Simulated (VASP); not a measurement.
Wanted: the native input for a VASP 6.6.1 run.

| Item | Value |
| --- | --- |
| Task | single point |
| Functional | PBE |
| Potentials or basis | VASP PAW PBE potentials, release 64 (Cd, Te) |
| Cutoff | 520 eV |
| k mesh | 11 × 11 × 11 |
| Occupations | fermi-dirac, width 0.05 eV |
| Spin | no spin polarisation |
| Dipole correction | no |
| k mesh for the DOS | 17 × 17 × 17 |
| Occupations for the DOS | tetrahedron |
| Further INCAR settings | ALGO = Normal; EDIFF = 1e-06 |

The system is CdTe.

```
Cd Te
1.0
     0.00000    3.30869    3.30869
     3.30869    0.00000    3.30869
     3.30869    3.30869    0.00000
Cd Te
1 1
Direct
  0.00000 0.00000 0.00000
  0.25000 0.25000 0.25000
```

These files were run (other wordings do the same):

POSCAR

```
CdTe
1.0
    0.0000000000      3.3086917840      3.3086917840
    3.3086917840      0.0000000000      3.3086917840
    3.3086917840      3.3086917840      0.0000000000
Cd Te
1 1
Direct
    0.0000000000      0.0000000000      0.0000000000
    0.2500000000      0.2500000000      0.2500000000
```

INCAR.step1

```
SYSTEM = CdTe
ALGO = Normal ; EDIFF = 1E-6
ENCUT = 520 ; GGA = PE
ISIF = 2 ; ISMEAR = -1
LASPH = .TRUE. ; LCHARG = .TRUE.
LREAL = .FALSE. ; LWAVE = .FALSE.
NBANDS = 16 ; NELM = 100
PREC = Accurate ; SIGMA = 0.05
```

KPOINTS.step1

```
k-points
0
G
  11 11 11
  0 0 0
```

INCAR.step2

```
SYSTEM = CdTe
ALGO = Normal ; EDIFF = 1E-6
ENCUT = 520 ; GGA = PE
ICHARG = 11 ; ISIF = 2
ISMEAR = -5 ; LASPH = .TRUE.
LCHARG = .FALSE. ; LORBIT = 11
LREAL = .FALSE. ; LWAVE = .FALSE.
NEDOS = 2001 ; NELM = 100
PREC = Accurate ; SIGMA = 0.05
```

KPOINTS.step2

```
k-points
0
G
  17 17 17
  0 0 0
```

Potentials or basis: VASP PAW PBE potentials, release 64 (Cd, Te).

Run with:

```console
$ cat potpaw_PBE.64/Cd/POTCAR potpaw_PBE.64/Te/POTCAR > POTCAR
$ cp INCAR.step1 INCAR
$ cp KPOINTS.step1 KPOINTS
$ mpirun -np 1 vasp_std > vasp.out
$ cp INCAR.step2 INCAR
$ cp KPOINTS.step2 KPOINTS
$ mpirun -np 1 vasp_std > vasp.out
```

It gave:

| Item | Value |
| --- | --- |
| Valence electrons inside the program's atomic spheres | Cd 10.28; Te 3.40 |

It took 2.7 min on 1 thread of Intel Xeon 8259CL, with other jobs on the host, peak memory 0.33 GiB.
